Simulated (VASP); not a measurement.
# SiC (P6_3mc) in VASP: settings compared

The runs below take SiC through single point, relaxation of cell and atoms, with r2SCAN+D4, PBE, HSE06.

All numbers are computed with VASP 6.6.1; they aren't measurements. Logs are shortened: lines on timing, memory, paths and dates and some standing lists are left out, and cuts for length are marked.

## Step 1: The cell of the first run

It takes space group P6_3mc (No. 186, hexagonal). Conventional cell: a = 3.069 Å, b = 3.069 Å, c = 5.037 Å, α = 90.00°, β = 90.00°, γ = 120.00°. Si (site symmetry 3m) has 4 C at 1.88 to 1.89 Å within 2.5 Å. C (site symmetry 3m) has 4 Si at 1.88 to 1.89 Å within 2.5 Å.

## Step 2: Single point, r2SCAN+D4

POSCAR

```
SiC
1.0
    3.0686113773      0.0000000000      0.0000000000
   -1.5343056887      2.6574954071      0.0000000000
    0.0000000000      0.0000000000      5.0369009134
Si C
2 2
Direct
    0.6666666667      0.3333333333      0.5045998086
    0.3333333333      0.6666666667      0.0045998086
    0.6666666667      0.3333333333      0.8804001914
    0.3333333333      0.6666666667      0.3804001914
```

INCAR.step1

```
ALGO     = Normal         # electronic algorithm
EDIFF    = 1E-4           # SCF threshold, eV
ENCUT    = 520            # plane-wave cutoff, eV
GGA      = PE             # functional
ISMEAR   = -1             # smearing method
LASPH    = True           # aspherical terms in the spheres
LCHARG   = False          # write CHGCAR
LREAL    = False          # projectors in reciprocal space
LWAVE    = True           # write WAVECAR
NBANDS   = 16             # bands
NELM     = 60             # most SCF steps
PREC     = Accurate       # precision mode
SIGMA    = 0.05           # smearing width, eV
```

INCAR.step2

```
ALGO     = Normal         # electronic algorithm
EDIFF    = 1E-6           # SCF threshold, eV
ENCUT    = 520            # plane-wave cutoff, eV
ISIF     = 2              # what is computed and relaxed
ISMEAR   = -1             # smearing method
ISTART   = 1            
IVDW     = 13             # dispersion correction
LASPH    = True           # aspherical terms in the spheres
LCHARG   = False          # write CHGCAR
LMIXTAU  = True         
LREAL    = False          # projectors in reciprocal space
LWAVE    = False          # write WAVECAR
METAGGA  = R2SCAN         # meta-GGA
NBANDS   = 16             # bands
NELM     = 60             # most SCF steps
PREC     = Accurate       # precision mode
SIGMA    = 0.05           # smearing width, eV
VDW_A1   = 0.51559235   
VDW_A2   = 5.77342911   
VDW_S6   = 1.0          
VDW_S8   = 0.6018749
```

KPOINTS

```
k-points
0
Gamma
  10 10 5
```

Potentials or basis: VASP PAW PBE potentials, release 64 (Si, C).

Command:

```
$ cat potpaw_PBE.64/Si/POTCAR potpaw_PBE.64/C/POTCAR > POTCAR
$ cp INCAR.step1 INCAR
$ mpirun -np 1 vasp_std > vasp.out
$ cp INCAR.step2 INCAR
$ mpirun -np 1 vasp_std > vasp.out
```

OUTCAR:

```text
EDIFF = 1E-6
   ENCUT = 520
   ISIF = 2
   ISMEAR = -1
   ISTART = 1
   IVDW = 13
   LASPH = True
   LREAL = False
   METAGGA = R2SCAN
   NELM = 60
   PREC = Accurate

 ion  position               nearest neighbor table
   1  0.667  0.333  0.505-   4 1.88   4 1.88   4 1.88   3 1.89   2 3.08   2 3.08   2 3.08   2 3.08
                             2 3.08   2 3.08
   2  0.333  0.667  0.005-   3 1.88   3 1.88   3 1.88   4 1.89   1 3.08   1 3.08   1 3.08   1 3.08
                             1 3.08   1 3.08
   3  0.667  0.333  0.880-   2 1.88   2 1.88   2 1.88   1 1.89
   4  0.333  0.667  0.380-   1 1.88   1 1.88   1 1.88   2 1.89

  LATTYP: Found a hexagonal cell.
 ALAT       =     3.0686113773
 C/A-ratio  =     1.6414267869

  Lattice vectors:

 A1 = (   3.0686113773,   0.0000000000,   0.0000000000)
 A2 = (  -1.5343056887,   2.6574954071,   0.0000000000)
 A3 = (   0.0000000000,   0.0000000000,   5.0369009134)

Analysis of symmetry for initial positions (statically):
=====================================================================
 Subroutine PRICEL returns:
 Original cell was already a primitive cell.

 Routine SETGRP: Setting up the symmetry group for a
 hexagonal supercell.

 Subroutine GETGRP returns: Found 12 space group operations
 (whereof  6 operations were pure point group operations)
 out of a pool of 24 trial point group operations.

The static configuration has the point symmetry C_3v.
 The point group associated with its full space group is C_6v.

Analysis of symmetry for dynamics (positions and initial velocities):
=====================================================================
 Subroutine PRICEL returns:
 Original cell was already a primitive cell.

 Routine SETGRP: Setting up the symmetry group for a
 hexagonal supercell.

 Subroutine GETGRP returns: Found 12 space group operations
 (whereof  6 operations were pure point group operations)
 out of a pool of 24 trial point group operations.

The dynamic configuration has the point symmetry C_3v.
 The point group associated with its full space group is C_6v.

 Subroutine INISYM returns: Found 12 space group operations
 (whereof  6 operations are pure point group operations),
 and found     1 'primitive' translations

----------------------------------------------------------------------------------------

                                     Primitive cell

  volume of cell :      41.0750

  direct lattice vectors                    reciprocal lattice vectors
     3.068611377  0.000000000  0.000000000     0.325880301  0.188147080  0.000000000
    -1.534305689  2.657495407  0.000000000     0.000000000  0.376294159  0.000000000
     0.000000000  0.000000000  5.036900913     0.000000000  0.000000000  0.198534777

  length of vectors
     3.068611377  3.068611377  5.036900913     0.376294159  0.376294159  0.198534777

  position of ions in fractional coordinates (direct lattice)
     0.666666667  0.333333333  0.504599809
     0.333333333  0.666666667  0.004599809
     0.666666667  0.333333333  0.880400191
     0.333333333  0.666666667  0.380400191

  ion indices of the primitive-cell ions
   primitive index   ion index
                 1           1
                 2           2
                 3           3
                 4           4

----------------------------------------------------------------------------------------

 KPOINTS: k-points

Automatic generation of k-mesh.
 Grid dimensions read from file:
 generate k-points for:   10   10    5

 Generating k-lattice:

  Cartesian coordinates                     Fractional coordinates (reciprocal lattice)
     0.032588030  0.018814708  0.000000000     0.100000000  0.000000000  0.000000000
     0.000000000  0.037629416  0.000000000     0.000000000  0.100000000  0.000000000
     0.000000000  0.000000000  0.039706955     0.000000000  0.000000000  0.200000000

  Length of vectors
     0.037629416  0.037629416  0.039706955

  Shift w.r.t. Gamma in fractional coordinates (k-lattice)
     0.000000000  0.000000000  0.000000000

 Subroutine IBZKPT returns following result:
 ===========================================

 Found     42 irreducible k-points:

 Following reciprocal coordinates:
            Coordinates               Weight
  0.000000  0.000000  0.000000      1.000000
  0.100000 -0.000000  0.000000      6.000000
  0.200000 -0.000000  0.000000      6.000000
  0.300000  0.000000  0.000000      6.000000
  0.400000  0.000000  0.000000      6.000000
  0.500000  0.000000  0.000000      3.000000
[... 16 lines left out ...]
  0.300000  0.100000  0.200000     24.000000
  0.400000  0.100000  0.200000     24.000000
 [... further k-points ...]
   k-points           NKPTS =     42   k-points in BZ     NKDIM =     42   number of bands    NBANDS=     16
   number of dos      NEDOS =    301   number of ions     NIONS =      4
   total plane-waves  NPLWV =  23040
   dimension x,y,z NGX =    24 NGY =   24 NGZ =   40
   dimension x,y,z NGXF=    48 NGYF=   48 NGZF=   80
   ions per type =               2   2
   NGX,Y,Z   is equivalent  to a cutoff of  13.00, 13.00, 13.20 a.u.
   NGXF,Y,Z  is equivalent  to a cutoff of  26.00, 26.00, 26.40 a.u.
 SYSTEM =  unknown system
   PREC   = accura    normal or accurate (medium, high low for compatibility)
   ISTART =      1    job   : 0-new  1-cont  2-samecut
   ICHARG =      0    charge: 1-file 2-atom 10-const
   ISPIN  =      1    spin polarized calculation?
   LNONCOLLINEAR =      F non collinear calculations
   LSORBIT =      F    spin-orbit coupling
   LASPH  =      T    aspherical Exc in radial PAW
   ENCUT  =  520.0 eV  38.22 Ry    6.18 a.u.   5.71  5.71  9.37*2*pi/ulx,y,z
   NELM   =     60;   NELMIN=  2; NELMDL=  0     # of ELM steps
   EDIFF  = 0.1E-05   stopping-criterion for ELM
   LREAL  =      F    real-space projection
   EDIFFG = 0.1E-04   stopping-criterion for IOM
   NSW    =      0    number of steps for IOM
   IBRION =     -1    ionic relax: 0-MD 1-quasi-New 2-CG
   NFREE  =      0    steps in history (QN), initial steepest desc. (CG)
   ISIF   =      2    stress and relaxation
   ISYM   =      2    0-nonsym 1-usesym 2-fastsym
   POTIM  = 0.5000    time-step for ionic-motion
   TEBEG  =    0.0;   TEEND  =   0.0 temperature during run
   PSTRESS=    0.0 pullay stress
   NELECT =      16.0000    total number of electrons
   NUPDOWN=      -1.0000    fix difference up-down
   EMIN   =  10.00;   EMAX   =-10.00  energy-range for DOS
   EFERMI =   0.00;   METHOD = LEGACY
   ISMEAR =    -1;   SIGMA  =   0.05  broadening in eV -4-tet -1-fermi 0-gaus
   EFERMI_NEDOS =   21; number of points for ismear=-14 and -15
   IALGO  =     38    algorithm
   IMIX   =      4    mixing-type and parameters
     AMIX     =   0.40;   BMIX     =  1.00
     AMIX_MAG =   1.60;   BMIX_MAG =  1.00
  volume/ion in A,a.u.               =      10.27        69.30
  Fermi-wavevector in a.u.,A,eV,Ry     =   1.195608  2.259372 19.449242  1.429479
  Thomas-Fermi vector in A             =   2.331569
   LORBIT       =      0    0 simple, 1 ext, 2 COOP (PROOUT), +10 PAW based schemes
   METAGGA = R2SCAN    functional components
   LHFCALC =     F    Hartree Fock is set to
   AEXX    =    0.0000 exact exchange contribution
   IVDW    =    13    specifies the selected vdW correction
   LEPSILON=     F    determine dielectric tensor
   LRPA    =     F    only Hartree local field effects (RPA)
 non-spin polarized calculation
  energy-cutoff  :      520.00
  volume of cell :       41.08
 maximum number of plane-waves:      1124
 NGX is ok and might be reduce to    24
   NGX = 11   NGY = 11   NGZ = 19

 number of electron      15.9999999 magnetization

 Free energy of the ion-electron system (eV)
  ---------------------------------------------------
  ext. energy  EPLUGINS =         0.00000000
  ---------------------------------------------------
  free energy    TOTEN  =       -38.63667981 eV

  energy without entropy =      -38.63667981  energy(sigma->0) =      -38.63667981

 E-fermi :   9.1770     XC(G=0): -11.9587

 val. band max:        8.2207063800   @ k =   0.0000   0.0000   0.0000
 cond. band min:      11.0297969764   @ k =   0.3000   0.3000   0.0000
 fundamental gap:      2.8090905964
 Fermi energy:         9.1769789174

 k-point     1 :       0.0000    0.0000    0.0000
  band No.  band energies     occupation
      1      -8.1879      2.00000
      2      -4.5354      2.00000
      3      -0.8095      2.00000
      4       6.8319      2.00000
      5       6.8319      2.00000
      6       8.1071      2.00000
[... 8 lines left out ...]
     15      17.8496      0.00000
     16      20.2794      0.00000

 k-point     2 :       0.1000   -0.0000    0.0000
  band No.  band energies     occupation
      1      -8.0073      2.00000
      2      -4.3835      2.00000
      3      -0.6427      2.00000
      4       5.8635      2.00000
      5       6.5253      2.00000
      6       7.5463      2.00000
[... 8 lines left out ...]
     15      18.3033      0.00000
     16      19.0583      0.00000

 k-point     3 :       0.2000   -0.0000    0.0000
  band No.  band energies     occupation
      1      -7.4731      2.00000
      2      -3.9508      2.00000
      3      -0.1643      2.00000
      4       3.9094      2.00000
      5       5.8901      2.00000
      6       6.0049      2.00000
[... 8 lines left out ...]
     15      18.7393      0.00000
     16      19.1529      0.00000

 k-point     4 :       0.3000    0.0000    0.0000
  band No.  band energies     occupation
      1      -6.6154      2.00000
      2      -3.3473      2.00000
      3       0.4591      2.00000
      4       2.0735      2.00000
      5       4.2206      2.00000
      6       5.2820      2.00000
[... 8 lines left out ...]
     15      19.6200      0.00000
     16      20.6902      0.00000
[... 324 lines left out ...]
 k-point    22 :       0.2000    0.1000    0.2000
  band No.  band energies     occupation
      1      -6.7552      2.00000
      2      -4.1900      2.00000
      3       1.0219      2.00000
      4       3.2511      2.00000
      5       4.2826      2.00000
      6       5.2928      2.00000
[... 8 lines left out ...]
     15      19.2436      0.00000
     16      19.9307      0.00000

 k-point    23 :       0.3000    0.1000    0.2000
  band No.  band energies     occupation
      1      -5.7793      2.00000
      2      -3.4871      2.00000
      3       0.5395      2.00000
      4       2.5565      2.00000
      5       2.9575      2.00000
      6       4.5345      2.00000
[... 8 lines left out ...]
     15      20.1360      0.00000
     16      20.9577      0.00000

 k-point    24 :       0.4000    0.1000    0.2000
  band No.  band energies     occupation
      1      -4.7368      2.00000
      2      -3.2134      2.00000
      3      -0.1708      2.00000
      4       1.3381      2.00000
      5       3.3371      2.00000
      6       4.3182      2.00000
[... 8 lines left out ...]
     15      20.7327      0.00000
     16      22.1885      0.00000

 [... further k-points ...]

------------------------ aborting loop because EDIFF is reached ----------------------------------------

  DFT-D4 for vdW energy calculation

  Edisp (eV):   -0.49524

  FORCE on cell =-STRESS in cart. coord.  units (eV):
  Direction    XX          YY          ZZ          XY          YZ          ZX
  --------------------------------------------------------------------------------------
  -------------------------------------------------------------------------------------
  Total      -0.05039    -0.05039    -0.04517     0.00000     0.00000     0.00000
  in kB      -1.96568    -1.96568    -1.76203     0.00000     0.00000     0.00000
  external pressure =       -1.90 kB  Pullay stress =        0.00 kB

 VOLUME and BASIS-vectors are now :
 -----------------------------------------------------------------------------
  energy-cutoff  :      520.00
  volume of cell :       41.08
      direct lattice vectors                 reciprocal lattice vectors
     3.068611377  0.000000000  0.000000000     0.325880301  0.188147080  0.000000000
    -1.534305689  2.657495407  0.000000000     0.000000000  0.376294159  0.000000000
     0.000000000  0.000000000  5.036900913     0.000000000  0.000000000  0.198534777

 POSITION                                       TOTAL-FORCE (eV/Angst)
 -----------------------------------------------------------------------------------
      1.53431      0.88583      2.54162        -0.000000      0.000000     -0.000449
     -0.00000      1.77166      0.02317         0.000000     -0.000000     -0.000449
      1.53431      0.88583      4.43449         0.000000      0.000000      0.000449
     -0.00000      1.77166      1.91604         0.000000      0.000000      0.000449
 -----------------------------------------------------------------------------------
    total drift:                               -0.000000     -0.000000     -0.000157

  FREE ENERGIE OF THE ION-ELECTRON SYSTEM (eV)
  ---------------------------------------------------
  free  energy   TOTEN  =       -39.1319150089 eV

  energy  without entropy=      -39.1319150088  energy(sigma->0) =      -39.13191501
```

Run time: 57 s. Hardware: 1 thread of Intel Xeon Platinum 8488C (Sapphire Rapids), shared host; peak memory 0.17 GiB.

Results:

```yaml
Free_energy: -39.1319 eV
Pressure: -0.2 GPa
Band_gap_on_the_k_mesh: 2.81 eV (least direct gap 4.50 eV)
Dispersion_energy_per_atom: -0.124 eV
```

Caveat: the PAW data sets were made with another functional, which shifts forces and pressure a little.

## Step 3: Relaxation of cell and atoms, PBE

This run uses another cell than the first one, of 10.34 Å³/atom.

INCAR

```
SYSTEM = SiC
PREC = Accurate ; ENCUT = 600
EDIFF = 1E-6 ; ISMEAR = -1
SIGMA = 0.05 ; LREAL = .False.
LASPH = .True. ; NELM = 60
ALGO = Normal ; ISIF = 3
LWAVE = .False. ; LCHARG = .False.
GGA = PE ; IBRION = 2
NSW = 60 ; EDIFFG = -0.01
```

KPOINTS

```
regular mesh
0
Gamma
  10 10 5
  0 0 0
```

POSCAR

```
SiC
1.0
    3.0760000000      0.0000000000      0.0000000000
   -1.5380000000      2.6638941420      0.0000000000
    0.0000000000      0.0000000000      5.0480000000
Si C
2 2
Direct
    0.6666666667      0.3333333333      0.5000000000
    0.3333333333      0.6666666667      0.0000000000
    0.6666666667      0.3333333333      0.8850000000
    0.3333333333      0.6666666667      0.3850000000
```

Potentials or basis: VASP PAW PBE potentials, release 64 (Si, C).

Command:

```
$ cat potpaw_PBE.64/Si/POTCAR potpaw_PBE.64/C/POTCAR > POTCAR
$ mpirun -np 1 vasp_std > vasp.out
```

Wall time 65 s (1 thread of Intel Xeon Platinum 8488C (Sapphire Rapids), shared host); peak memory 0.18 GiB.

It converged, with:

```
Free energy                           : -30.1122 eV
Relaxed volume                        : 10.49 Å³/atom
Relaxed cell                          : a = 3.091 Å, b = 3.091 Å, c = 5.073 Å, α = 90.00°, β = 90.00°, γ = 120.00°
Space group after relaxing (to 0.1 Å) : P6_3mc (No. 186)
Energy gained by relaxing             : 10.6 meV/atom
Ionic steps                           : 7
Pressure after relaxing               : 0.0 GPa
Band gap on the k mesh                : 2.45 eV (least direct gap 3.94 eV)
```

The path:
```
step  energy change (eV)  largest force (eV/Å)  pressure (GPa)  volume (Å³)
   1              0.0000                0.7526            3.50        41.36
   2             -0.0031                0.6273           -3.42        42.73
   3             -0.0391                0.0842           -0.44        42.06
   4             -0.0422                0.0243            0.06        41.97
   5             -0.0422                0.0121            0.00        41.98
   6             -0.0422                0.0114            0.00        41.98
   7             -0.0422                0.0004            0.00        41.98
```

Final structure:
```
Si C
1.0
     3.09107    0.00000    0.00000
    -1.54554    2.67695    0.00000
     0.00000    0.00000    5.07299
Si C
2 2
Direct
  0.66667 0.33333 0.50458
  0.33333 0.66667 0.00458
  0.66667 0.33333 0.88042
  0.33333 0.66667 0.38042
```

Levels at points of the mesh, in eV from the valence-band top:
| k point | band 5 | band 6 | band 7 | band 8 | band 9 | band 10 | band 11 | band 12 |
| --- | --- | --- | --- | --- | --- | --- | --- | --- |
| (0.00, 0.00, 0.00) | -1.31 | -0.11 | 0.00 | 0.00 | 4.68 | 6.05 | 6.58 | 6.58 |
| (0.50, 0.00, 0.00) | -5.38 | -3.29 | -3.24 | -1.19 | 2.75 | 4.21 | 6.77 | 7.07 |

A k mesh can miss the band edges. PBE usually gives volumes a little too large and moduli too small.

[end of part 1 of 2]
